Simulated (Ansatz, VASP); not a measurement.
# One calculation of Si5Se, two programs

File INCAR:

```
SYSTEM = Si5Se
PREC = Accurate
ENCUT = 600
EDIFF = 1E-7
ISMEAR = 0
SIGMA = 0.1
LREAL = .FALSE.
LASPH = .TRUE.
NELM = 80
ALGO = Normal
ISIF = 3
LWAVE = .FALSE.
LCHARG = .FALSE.
GGA = PE
IBRION = 2
NSW = 100
EDIFFG = -0.01
```

File KPOINTS:

```
regular mesh
0
G
  10 10 10
  0 0 0
```

The input POSCAR:

```
Si5Se
1.0
    0.0000000000      3.7419664200      3.7419664200
    3.7419664200      0.0000000000      3.7419664200
    3.7419664200      3.7419664200      0.0000000000
Si Se
5 1
Direct
    0.3750000000      0.3750000000      0.8750000000
    0.3750000000      0.8750000000      0.3750000000
    0.8750000000      0.3750000000      0.3750000000
    0.3750000000      0.3750000000      0.3750000000
    0.7500000000      0.7500000000      0.7500000000
    0.0000000000      0.0000000000      0.0000000000
```

Input for Ansatz:

```yaml
crystal:
  lattice:
    - [0.0, 3.74196642, 3.74196642]
    - [3.74196642, 0.0, 3.74196642]
    - [3.74196642, 3.74196642, 0.0]
  atoms:
    - { symbol: Si, position: [0.375, 0.375, 0.875] }
    - { symbol: Si, position: [0.375, 0.875, 0.375] }
    - { symbol: Si, position: [0.875, 0.375, 0.375] }
    - { symbol: Si, position: [0.375, 0.375, 0.375] }
    - { symbol: Si, position: [0.75, 0.75, 0.75] }
    - { symbol: Se, position: [0.0, 0.0, 0.0] }
basis:
  ecutwfc: 420
kpoints:
  mp_grid: { grid: [10, 10, 10] }
hamiltonian:
  xc: pbe
scf:
  occupations: { method: gaussian, width: 0.1 }
output:
  forces: true
  stress: true
  eigenvalues: true
relax:
  adjacent_minimum: "off"
  f_tol: 0.01
  max_steps: 80
  cell: { stress_tol: 0.05 }
```

Change from the starting cell: species swapped into the Be5Au type (F-43m, No. 216).

Alike in both runs: task relaxation of cell and atoms; functional PBE; k mesh 10 × 10 × 10; occupations gaussian, width 0.1 eV; no spin polarisation.

```csv
,VASP,Ansatz
version,VASP 6.6.1,Ansatz 0.2.0
potentials or method,"VASP PAW PBE potentials, release 64 (Si, Se), cutoff 600 eV","scalar-relativistic, plane waves, PAW"
valence electrons in the cell,26,36
```

```tsv
	VASP	Ansatz	Ansatz less VASP
gap on the k mesh at the Fermi level, each at its own relaxed structure (eV)	none	none	-
relaxed volume (Å³/atom)	16.41	16.41	-0.005
relaxed cell length with the largest relative difference (Å)	5.183	5.183	-0.0006
```

A gap of «none» marks a metal or a gap that the smearing closes. VASP's potentials hold 26 valence electrons a cell and Ansatz's 36, so a difference there can come from the potentials and not from the codes.
